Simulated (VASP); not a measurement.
Write the native input for VASP 6.6.1 that does the following.

```
Task                   : single point
Functional             : PBE
Potentials or basis    : VASP PAW PBE potentials, release 64 (Ba_sv, S)
Cutoff                 : 520 eV
k mesh                 : 4 × 4 × 4
Occupations            : gaussian, width 0.01 eV
Spin                   : no spin polarisation
Dipole correction      : no
Further INCAR settings : ALGO = Normal; EDIFF = 1e-07; NBANDS = 15
```

The structure of BaS lies in POSCAR:

```
BaS
1.0
    3.8337582660      0.0000000000      0.0000000000
    0.0000000000      3.8337582660      0.0000000000
    0.0000000000      0.0000000000      3.8337582660
Ba S
1 1
Direct
    0.0000000000      0.0000000000      0.0000000000
    0.5000000000      0.5000000000      0.5000000000
```

The input as run:

INCAR

```
PREC = Accurate
ENCUT = 520
EDIFF = 1E-7
ISMEAR = 0
SIGMA = 0.01
LREAL = F
LASPH = T
NELM = 100
ALGO = Normal
ISIF = 2
LWAVE = F
LCHARG = F
GGA = PE
NBANDS = 15
```

KPOINTS

```
regular mesh
0
Gamma
  4 4 4
```

Potentials or basis: VASP PAW PBE potentials, release 64 (Ba_sv, S).

Run with:

```console
$ cat potpaw_PBE.64/Ba_sv/POTCAR potpaw_PBE.64/S/POTCAR > POTCAR
$ mpirun -np 1 vasp_std > vasp.out
```

It gave:

```json
{"Pressure": "1.3 GPa", "Band gap on the k mesh": "1.42 eV, indirect (least direct gap 1.53 eV)"}
```

Caveat: spin-orbit coupling is left out, which moves the levels of the heavy elements.

It took 17 s on 1 thread of Intel Xeon 8259CL (shared host), peak memory 0.16 GiB.
